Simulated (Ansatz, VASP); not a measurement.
## SiNi3 in VASP and in Ansatz

```
Si Ni
1.0
     3.30549    0.00000    0.00000
     0.00000    3.30549    0.00000
     0.00000    0.00000    3.30549
Si Ni
1 3
Direct
  0.00000 0.00000 0.00000
  0.00000 0.50000 0.50000
  0.50000 0.00000 0.50000
  0.50000 0.50000 0.00000
```

Change from the starting cell: equal strain along all axes, cell held, atoms relaxed: -4.5 %.

Alike in both runs: task single point; functional PBEsol; k mesh 16 × 16 × 16; occupations gaussian, width 0.1 eV; no spin polarisation.

|  | VASP | Ansatz |
| --- | --- | --- |
| version | VASP 6.6.1 | Ansatz 0.2.0 |
| potentials or method | VASP PAW PBE potentials, release 64 (Si, Ni), cutoff 520 eV | scalar-relativistic, plane waves, PAW |
| valence electrons in the cell | 34 | 58 |

Ansatz gave:

- gap on the k mesh at the Fermi level (eV): none
- pressure (GPa): 45.8

Estimate VASP's values.

gap on the k mesh at the Fermi level (eV): none; pressure (GPa): 46.0.

VASP's potentials were made for PBE, not for PBEsol. A gap of «none» marks a metal or a gap that the smearing closes. Both programs put the cell under a high pressure, so it lies far from rest at this level. The functional is the same, so the differences come from potentials, cutoffs and numerics. VASP's potentials hold 34 valence electrons a cell and Ansatz's 58, so a difference there can come from the potentials and not from the codes.
